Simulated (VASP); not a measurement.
Set up this calculation in VASP 6.6.1, as the native input.

```yaml
Task: single point
Functional: PBE
Potentials_or_basis: VASP PAW PBE potentials, release 64 (Ti_sv, As)
Cutoff: 520 eV
k_mesh: 6 × 6 × 6
Occupations: gaussian, width 0.02 eV
Spin: no spin polarisation
Dipole_correction: no
k_mesh_for_the_DOS: 9 × 9 × 9
Occupations_for_the_DOS: tetrahedron
Further_INCAR_settings: ALGO = Normal; EDIFF = 1e-06
```

The system is Ti3As4.

```xyz
7
Lattice="5.5979 0.0000 0.0000 0.0000 5.5979 0.0000 0.0000 0.0000 5.5979" Properties=species:S:1:pos:R:3 pbc="T T T"
Ti    0.0000    0.0000    2.7990
Ti    2.7990    0.0000    0.0000
Ti    0.0000    2.7990    0.0000
As    4.1094    4.1094    4.1094
As    1.4886    1.4886    4.1094
As    1.4886    4.1094    1.4886
As    4.1094    1.4886    1.4886
```

One way to write it, as run:

POSCAR

```
Ti3As4
1.0
    5.5979478858      0.0000000000      0.0000000000
    0.0000000000      5.5979478858      0.0000000000
    0.0000000000      0.0000000000      5.5979478858
Ti As
3 4
Direct
    0.0000000000      0.0000000000      0.5000000000
    0.5000000000      0.0000000000      0.0000000000
    0.0000000000      0.5000000000      0.0000000000
    0.7340823220      0.7340823220      0.7340823220
    0.2659176780      0.2659176780      0.7340823220
    0.2659176780      0.7340823220      0.2659176780
    0.7340823220      0.2659176780      0.2659176780
```

INCAR.step1

```
SYSTEM = Ti3As4
ALGO = Normal ; EDIFF = 1E-6
ENCUT = 520 ; GGA = PE
ISIF = 2 ; ISMEAR = 0
LASPH = .True. ; LCHARG = .True.
LMAXMIX = 4 ; LREAL = .False.
LWAVE = .False. ; NBANDS = 37
NELM = 100 ; PREC = Accurate
SIGMA = 0.02
```

KPOINTS.step1

```
k-points
0
Gamma
  6 6 6
  0 0 0
```

INCAR.step2

```
SYSTEM = Ti3As4
ALGO = Normal ; EDIFF = 1E-6
ENCUT = 520 ; GGA = PE
ICHARG = 11 ; ISIF = 2
ISMEAR = -5 ; LASPH = .True.
LCHARG = .False. ; LMAXMIX = 4
LORBIT = 11 ; LREAL = .False.
LWAVE = .False. ; NEDOS = 2001
NELM = 100 ; PREC = Accurate
SIGMA = 0.02
```

KPOINTS.step2

```
k-points
0
Gamma
  9 9 9
  0 0 0
```

Potentials or basis: VASP PAW PBE potentials, release 64 (Ti_sv, As).

Run with:

```sh
$ cat potpaw_PBE.64/Ti_sv/POTCAR potpaw_PBE.64/As/POTCAR > POTCAR
$ cp INCAR.step1 INCAR
$ cp KPOINTS.step1 KPOINTS
$ mpirun -np 1 vasp_std > vasp.out
$ cp INCAR.step2 INCAR
$ cp KPOINTS.step2 KPOINTS
$ mpirun -np 1 vasp_std > vasp.out
```

Results of the run:

```json
{"Valence electrons inside the program's atomic spheres": "Ti 10.19; As 2.85"}
```

It took 4 min on 1 thread of Intel(R) Xeon(R) Platinum 8488C (Sapphire Rapids) (shared host), peak memory 0.33 GiB.
